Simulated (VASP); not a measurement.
# WAu2 (Pn-3m) in VASP: notebook

The runs below take WAu2 through single point, relaxation of cell and atoms, with PBE.

Program: VASP 6.6.1. These are calculated values, not measurements. Logs are shortened: lines on timing, memory, paths and dates and some standing lists are left out, and cuts for length are marked.

### Step 1. The cell of the first run

Symmetry: Pn-3m, No. 224, cubic system. Conventional cell: a = 5.792 Å, b = 5.792 Å, c = 5.792 Å, α = 90.00°, β = 90.00°, γ = 90.00°. Within 3.3 Å of W (site symmetry -43m) lie 4 Au at 2.51 Å. Within 3.3 Å of Au (site symmetry -3m) lie 2 W at 2.51 Å.

### Step 2. Single point, PBE

The input, INCAR:

```
SYSTEM = WAu2
ALGO = Normal
EDIFF = 1E-6
ENCUT = 520
GGA = PE
ISIF = 2
ISMEAR = 0
LASPH = .TRUE.
LCHARG = .TRUE.
LELF = .TRUE.
LREAL = .FALSE.
LVHAR = .TRUE.
LWAVE = .FALSE.
NBANDS = 45
NELM = 80
PREC = Accurate
SIGMA = 0.1
```

The input, KPOINTS:

```
k-points
0
G
  4 4 4
  0 0 0
```

The input, POSCAR:

```
WAu2
1.0
    5.7915035002      0.0000000000      0.0000000000
    0.0000000000      5.7915035002      0.0000000000
    0.0000000000      0.0000000000      5.7915035002
W Au
2 4
Direct
    0.0000000000      0.0000000000      0.0000000000
    0.5000000000      0.5000000000      0.5000000000
    0.2500000000      0.2500000000      0.2500000000
    0.2500000000      0.7500000000      0.7500000000
    0.7500000000      0.7500000000      0.2500000000
    0.7500000000      0.2500000000      0.7500000000
```

Potentials or basis: VASP PAW PBE potentials, release 64 (W_sv, Au).

Run with:

```sh
cat potpaw_PBE.64/W_sv/POTCAR potpaw_PBE.64/Au/POTCAR > POTCAR
mpirun -np 1 vasp_std > vasp.out
```

OUTCAR:

```text
SYSTEM = WAu2
   EDIFF = 1E-6
   ENCUT = 520
   GGA = PE
   ISIF = 2
   ISMEAR = 0
   LASPH = .TRUE.
   LREAL = .FALSE.
   NELM = 80
   PREC = Accurate

 ion  position               nearest neighbor table
   1  0.000  0.000  0.000-   3 2.51   4 2.51   5 2.51   6 2.51
   2  0.500  0.500  0.500-   3 2.51   4 2.51   5 2.51   6 2.51
   3  0.250  0.250  0.250-   1 2.51   2 2.51
   4  0.250  0.750  0.750-   1 2.51   2 2.51
   5  0.750  0.750  0.250-   1 2.51   2 2.51
   6  0.750  0.250  0.750-   1 2.51   2 2.51

  LATTYP: Found a simple cubic cell.
 ALAT       =     5.7915035002

  Lattice vectors:

 A1 = (   5.7915035002,   0.0000000000,   0.0000000000)
 A2 = (   0.0000000000,   5.7915035002,   0.0000000000)
 A3 = (   0.0000000000,   0.0000000000,   5.7915035002)

Analysis of symmetry for initial positions (statically):
=====================================================================
 Subroutine PRICEL returns:
 Original cell was already a primitive cell.

 Routine SETGRP: Setting up the symmetry group for a
 simple cubic supercell.

 Subroutine GETGRP returns: Found 48 space group operations
 (whereof 24 operations were pure point group operations)
 out of a pool of 48 trial point group operations.

The static configuration has the point symmetry T_d .
 The point group associated with its full space group is O_h .

Analysis of symmetry for dynamics (positions and initial velocities):
=====================================================================
 Subroutine PRICEL returns:
 Original cell was already a primitive cell.

 Routine SETGRP: Setting up the symmetry group for a
 simple cubic supercell.

 Subroutine GETGRP returns: Found 48 space group operations
 (whereof 24 operations were pure point group operations)
 out of a pool of 48 trial point group operations.

The dynamic configuration has the point symmetry T_d .
 The point group associated with its full space group is O_h .

 Subroutine INISYM returns: Found 48 space group operations
 (whereof 24 operations are pure point group operations),
 and found     1 'primitive' translations

----------------------------------------------------------------------------------------

                                     Primitive cell

  volume of cell :     194.2558

  direct lattice vectors                    reciprocal lattice vectors
     5.791503500  0.000000000  0.000000000     0.172666735  0.000000000  0.000000000
     0.000000000  5.791503500  0.000000000     0.000000000  0.172666735  0.000000000
     0.000000000  0.000000000  5.791503500     0.000000000  0.000000000  0.172666735

  length of vectors
     5.791503500  5.791503500  5.791503500     0.172666735  0.172666735  0.172666735

  position of ions in fractional coordinates (direct lattice)
     0.000000000  0.000000000  0.000000000
     0.500000000  0.500000000  0.500000000
     0.250000000  0.250000000  0.250000000
     0.250000000  0.750000000  0.750000000
     0.750000000  0.750000000  0.250000000
     0.750000000  0.250000000  0.750000000

  ion indices of the primitive-cell ions
   primitive index   ion index
                 1           1
                 2           2
                 3           3
                 4           4
                 5           5
                 6           6

----------------------------------------------------------------------------------------

 KPOINTS: k-points

Automatic generation of k-mesh.
 Grid dimensions read from file:
 generate k-points for:    4    4    4

 Generating k-lattice:

  Cartesian coordinates                     Fractional coordinates (reciprocal lattice)
     0.043166684  0.000000000  0.000000000     0.250000000  0.000000000  0.000000000
     0.000000000  0.043166684  0.000000000     0.000000000  0.250000000  0.000000000
     0.000000000  0.000000000  0.043166684     0.000000000  0.000000000  0.250000000

  Length of vectors
     0.043166684  0.043166684  0.043166684

  Shift w.r.t. Gamma in fractional coordinates (k-lattice)
     0.000000000  0.000000000  0.000000000

 Subroutine IBZKPT returns following result:
 ===========================================

 Found     10 irreducible k-points:

 Following reciprocal coordinates:
            Coordinates               Weight
  0.000000  0.000000  0.000000      1.000000
  0.250000  0.000000  0.000000      6.000000
  0.500000  0.000000  0.000000      3.000000
  0.250000  0.250000  0.000000     12.000000
  0.500000  0.250000  0.000000     12.000000
  0.500000  0.500000  0.000000      3.000000
  0.250000  0.250000  0.250000      8.000000
  0.500000  0.250000  0.250000     12.000000
  0.500000  0.500000  0.250000      6.000000
  0.500000  0.500000  0.500000      1.000000
   k-points           NKPTS =     10   k-points in BZ     NKDIM =     10   number of bands    NBANDS=     45
   number of dos      NEDOS =    301   number of ions     NIONS =      6
   total plane-waves  NPLWV = 110592
   dimension x,y,z NGX =    48 NGY =   48 NGZ =   48
   dimension x,y,z NGXF=    96 NGYF=   96 NGZF=   96
   ions per type =               2   4
   NGX,Y,Z   is equivalent  to a cutoff of  13.78, 13.78, 13.78 a.u.
   NGXF,Y,Z  is equivalent  to a cutoff of  27.56, 27.56, 27.56 a.u.
 SYSTEM =  WAu2
   PREC   = accura    normal or accurate (medium, high low for compatibility)
   ISTART =      0    job   : 0-new  1-cont  2-samecut
   ICHARG =      2    charge: 1-file 2-atom 10-const
   ISPIN  =      1    spin polarized calculation?
   LNONCOLLINEAR =      F non collinear calculations
   LSORBIT =      F    spin-orbit coupling
   LASPH  =      T    aspherical Exc in radial PAW
   ENCUT  =  520.0 eV  38.22 Ry    6.18 a.u.  10.77 10.77 10.77*2*pi/ulx,y,z
   NELM   =     80;   NELMIN=  2; NELMDL= -5     # of ELM steps
   EDIFF  = 0.1E-05   stopping-criterion for ELM
   LREAL  =      F    real-space projection
   EDIFFG = 0.1E-04   stopping-criterion for IOM
   NSW    =      0    number of steps for IOM
   IBRION =     -1    ionic relax: 0-MD 1-quasi-New 2-CG
   NFREE  =      0    steps in history (QN), initial steepest desc. (CG)
   ISIF   =      2    stress and relaxation
   ISYM   =      2    0-nonsym 1-usesym 2-fastsym
   POTIM  = 0.5000    time-step for ionic-motion
   TEBEG  =    0.0;   TEEND  =   0.0 temperature during run
   PSTRESS=    0.0 pullay stress
   NELECT =      72.0000    total number of electrons
   NUPDOWN=      -1.0000    fix difference up-down
   EMIN   =  10.00;   EMAX   =-10.00  energy-range for DOS
   EFERMI =   0.00;   METHOD = LEGACY
   ISMEAR =     0;   SIGMA  =   0.10  broadening in eV -4-tet -1-fermi 0-gaus
   EFERMI_NEDOS =   21; number of points for ismear=-14 and -15
   IALGO  =     38    algorithm
   IMIX   =      4    mixing-type and parameters
     AMIX     =   0.40;   BMIX     =  1.00
     AMIX_MAG =   1.60;   BMIX_MAG =  1.00
  volume/ion in A,a.u.               =      32.38       218.48
  Fermi-wavevector in a.u.,A,eV,Ry     =   1.175965  2.222251 18.815406  1.382893
  Thomas-Fermi vector in A             =   2.312337
   LORBIT       =      0    0 simple, 1 ext, 2 COOP (PROOUT), +10 PAW based schemes
   GGA     = PE    functional components
   LHFCALC =     F    Hartree Fock is set to
   AEXX    =    0.0000 exact exchange contribution
   IVDW    =     0    specifies the selected vdW correction
   LEPSILON=     F    determine dielectric tensor
   LRPA    =     F    only Hartree local field effects (RPA)
 non-spin polarized calculation
 Gauss-broadening in eV      SIGMA  =   0.10
  energy-cutoff  :      520.00
  volume of cell :      194.26
 maximum number of plane-waves:      5248
 NGX is ok and might be reduce to    48
   NGX = 21   NGY = 21   NGZ = 21

 number of electron      72.0000001 magnetization

 Free energy of the ion-electron system (eV)
  ---------------------------------------------------
  ext. energy  EPLUGINS =         0.00000000
  ---------------------------------------------------
  free energy    TOTEN  =       -26.43262680 eV

  energy without entropy =      -26.39246720  energy(sigma->0) =      -26.41254700

 E-fermi :   2.5134     XC(G=0):  -8.9984

 val. band max:        2.5095861093   @ k =   0.5000   0.2500   0.0000
 cond. band min:       2.6030911316   @ k =   0.5000   0.5000   0.2500
 fundamental gap:      0.0935050223
 Fermi energy:         2.5133764851

 k-point     1 :       0.0000    0.0000    0.0000
  band No.  band energies     occupation
      1     -71.6369      2.00000
      2     -71.6353      2.00000
      3     -35.8492      2.00000
      4     -35.8492      2.00000
      5     -35.8492      2.00000
      6     -35.8281      2.00000
[... 37 lines left out ...]
     44       6.8362      0.00000
     45       6.8364      0.00000

 k-point     2 :       0.2500    0.0000    0.0000
  band No.  band energies     occupation
      1     -71.6367      2.00000
      2     -71.6355      2.00000
      3     -35.8488      2.00000
      4     -35.8488      2.00000
      5     -35.8461      2.00000
      6     -35.8312      2.00000
[... 37 lines left out ...]
     44       6.1618      0.00000
     45       6.5526      0.00000

 k-point     3 :       0.5000    0.0000    0.0000
  band No.  band energies     occupation
      1     -71.6361      2.00000
      2     -71.6361      2.00000
      3     -35.8484      2.00000
      4     -35.8484      2.00000
      5     -35.8387      2.00000
      6     -35.8387      2.00000
[... 37 lines left out ...]
     44       5.4924      0.00000
     45       6.1923      0.00000

 k-point     4 :       0.2500    0.2500    0.0000
  band No.  band energies     occupation
      1     -71.6365      2.00000
      2     -71.6357      2.00000
      3     -35.8489      2.00000
      4     -35.8486      2.00000
      5     -35.8436      2.00000
      6     -35.8337      2.00000
[... 37 lines left out ...]
     44       5.3947      0.00000
     45       6.5570      0.00000

 k-point     5 :       0.5000    0.2500    0.0000
  band No.  band energies     occupation
      1     -71.6361      2.00000
      2     -71.6361      2.00000
      3     -35.8485      2.00000
      4     -35.8485      2.00000
      5     -35.8387      2.00000
      6     -35.8387      2.00000
[... 37 lines left out ...]
     44       5.3639      0.00000
     45       6.6496      0.00000

 k-point     6 :       0.5000    0.5000    0.0000
  band No.  band energies     occupation
      1     -71.6361      2.00000
      2     -71.6361      2.00000
      3     -35.8487      2.00000
      4     -35.8487      2.00000
      5     -35.8386      2.00000
      6     -35.8386      2.00000
[... 37 lines left out ...]
     44       5.6374      0.00000
     45       6.7888      0.00000

 k-point     7 :       0.2500    0.2500    0.2500
  band No.  band energies     occupation
      1     -71.6365      2.00000
      2     -71.6357      2.00000
      3     -35.8488      2.00000
      4     -35.8488      2.00000
      5     -35.8433      2.00000
      6     -35.8340      2.00000
[... 37 lines left out ...]
     44       6.0228      0.00000
     45       6.0228      0.00000

 k-point     8 :       0.5000    0.2500    0.2500
  band No.  band energies     occupation
      1     -71.6365      2.00000
      2     -71.6357      2.00000
      3     -35.8487      2.00000
      4     -35.8487      2.00000
      5     -35.8438      2.00000
      6     -35.8335      2.00000
[... 37 lines left out ...]
     44       5.2102      0.00000
     45       6.4197      0.00000

 k-point     9 :       0.5000    0.5000    0.2500
  band No.  band energies     occupation
      1     -71.6367      2.00000
      2     -71.6355      2.00000
      3     -35.8488      2.00000
      4     -35.8488      2.00000
      5     -35.8460      2.00000
      6     -35.8313      2.00000
[... 37 lines left out ...]
     44       5.5954      0.00000
     45       6.0781      0.00000

 k-point    10 :       0.5000    0.5000    0.5000
  band No.  band energies     occupation
      1     -71.6370      2.00000
      2     -71.6353      2.00000
      3     -35.8490      2.00000
      4     -35.8490      2.00000
      5     -35.8490      2.00000
      6     -35.8283      2.00000
[... 37 lines left out ...]
     44       5.6340      0.00000
     45       5.6340      0.00000

------------------------ aborting loop because EDIFF is reached ----------------------------------------

  FORCE on cell =-STRESS in cart. coord.  units (eV):
  Direction    XX          YY          ZZ          XY          YZ          ZX
  --------------------------------------------------------------------------------------
  -------------------------------------------------------------------------------------
  Total        0.1558331      0.1558331      0.1558331      0.0000000      0.0000000      0.0000000
  in kB        1.2852756      1.2852756      1.2852756      0.0000000      0.0000000      0.0000000
  external PRESSURE =       1.2852756 kB  Pullay stress =       0.0000000 kB

 VOLUME and BASIS-vectors are now :
 -----------------------------------------------------------------------------
  energy-cutoff  :      520.00
  volume of cell :      194.26
      direct lattice vectors                 reciprocal lattice vectors
     5.791503500  0.000000000  0.000000000     0.172666735  0.000000000  0.000000000
     0.000000000  5.791503500  0.000000000     0.000000000  0.172666735  0.000000000
     0.000000000  0.000000000  5.791503500     0.000000000  0.000000000  0.172666735

 POSITION                                       TOTAL-FORCE (eV/Angst)
 -----------------------------------------------------------------------------------
      0.00000      0.00000      0.00000         0.000000     -0.000000     -0.000000
      2.89575      2.89575      2.89575         0.000000      0.000000      0.000000
      1.44788      1.44788      1.44788        -0.000000      0.000000     -0.000000
      1.44788      4.34363      4.34363        -0.000000     -0.000000      0.000000
      4.34363      4.34363      1.44788         0.000000     -0.000000     -0.000000
      4.34363      1.44788      4.34363         0.000000      0.000000      0.000000
 -----------------------------------------------------------------------------------
    total drift:                               -0.000000     -0.000000      0.000000

  FREE ENERGIE OF THE ION-ELECTRON SYSTEM (eV)
  ---------------------------------------------------
  free  energy   TOTEN  =       -26.4326268034 eV

  energy  without entropy=      -26.3924671961  energy(sigma->0) =      -26.41254700
```

Run time: 91 s. Hardware: 1 thread of Intel Xeon Platinum 8175M at 2.50GHz (Skylake/Cascade Lake), shared host; peak memory 0.34 GiB.

Results:

```
Free energy            : -26.4326 eV
Pressure               : 0.1 GPa
Band gap on the k mesh : zero (band 36 reaches 2.68 eV, above the bottom of band 37 at 2.18 eV)
```

Levels at points of the mesh, in eV from the Fermi level:
```
           k point  band 32  band 33  band 34  band 35  band 36  band 37  band 38  band 39  band 40  band 41
(0.00, 0.00, 0.00)    -1.04    -1.04    -1.03    -1.03    -0.33    -0.33    -0.33     1.87     1.87     2.67
(0.50, 0.00, 0.00)    -1.10    -0.28    -0.28     0.09     0.09     0.40     0.40     0.52     0.52     2.33
(0.50, 0.50, 0.00)    -2.14    -0.44    -0.44     0.17     0.17     0.66     0.66     0.71     0.71     0.85
(0.50, 0.50, 0.50)    -1.69    -1.66    -0.77    -0.77    -0.77    -0.26    -0.26     1.21     1.21     1.21
```

Caveat: spin-orbit coupling is left out, which moves the levels of the heavy elements.

[end of part 1 of 2]
